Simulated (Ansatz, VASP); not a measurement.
# HfN in VASP and in Ansatz

The input INCAR:

```
ALGO     = Normal         # electronic algorithm
EDIFF    = 1E-7           # SCF threshold, eV
ENCUT    = 520            # plane-wave cutoff, eV
GGA      = CA             # functional
ISIF     = 2              # what is computed and relaxed
ISMEAR   = -1             # smearing method
LASPH    = T              # aspherical terms in the spheres
LCHARG   = F              # write CHGCAR
LREAL    = F              # projectors in reciprocal space
LWAVE    = F              # write WAVECAR
NBANDS   = 14             # bands
NELM     = 100            # most SCF steps
PREC     = Accurate       # precision mode
SIGMA    = 0.03           # smearing width, eV
```

File KPOINTS:

```
k-points
0
Gamma
  10 10 10
```

The input POSCAR:

```
HfN
1.0
    0.0677700000      2.2928850000      2.2928850000
    2.2928850000      0.0677700000      2.2928850000
    2.2928850000      2.2928850000      0.0677700000
Hf N
1 1
Direct
    0.0000000000      0.0000000000      0.0000000000
    0.5000000000      0.5000000000      0.5000000000
```

Input for Ansatz:

```yaml
crystal:
  lattice:
    - [0.06777, 2.292885, 2.292885]
    - [2.292885, 0.06777, 2.292885]
    - [2.292885, 2.292885, 0.06777]
  atoms:
    - { symbol: Hf, position: [0.0, 0.0, 0.0] }
    - { symbol: "N", position: [0.5, 0.5, 0.5] }
kpoints:
  mp_grid: { grid: [10, 10, 10] }
  band_path:
    path:
      - [0.0, 0.0, 0.0]
      - [0.5, 0.5, 0.5]
      - [0.2428775097, 0.5, 0.7571224903]
      - [-0.2428775097, 0.2428775097, 0.5]
      - [0.0, 0.0, 0.5]
      - [0.0, 0.0, 0.0]
      - [-0.3714387548, 0.0, 0.3714387548]
      - [0.0, 0.3714387548, 0.6285612452]
      - [0.0, 0.5, 0.5]
    npoints: 5
scf:
  occupations: { method: fermi_dirac, width: 0.03 }
hamiltonian:
  xc: lda
  pseudopotentials: { kind: all_electron, lapw: { basis_error: 0.001 } }
output:
  forces: true
  stress: true
  eigenvalues: true
```

Change from the starting cell: equal xy, yz and zx shear strains of +3 %.

Alike in both runs: task single point; functional LDA; k mesh 10 × 10 × 10; occupations fermi-dirac, width 0.03 eV; no spin polarisation.

```csv
,VASP,Ansatz
version,VASP 6.6.1,Ansatz 0.2.0
potentials or method,"VASP PAW LDA potentials, release 64 (Hf_pv, N), cutoff 520 eV","all-electron LAPW, scalar-relativistic"
```

VASP gave:

```
pressure (GPa)                                                : -10.4
traceless stress, the component that is largest in VASP (GPa) : -3.60
```

Question: Which values does Ansatz return?

Answer: Pressure (GPa): -9.0; traceless stress, the component that is largest in VASP (GPa): -3.57.

LDA's correlation is that of Perdew and Zunger in VASP and of Perdew and Wang (1992) in Ansatz. Ansatz ran all-electron here, and VASP with PAW potentials.

Neither program's run includes spin-orbit coupling.
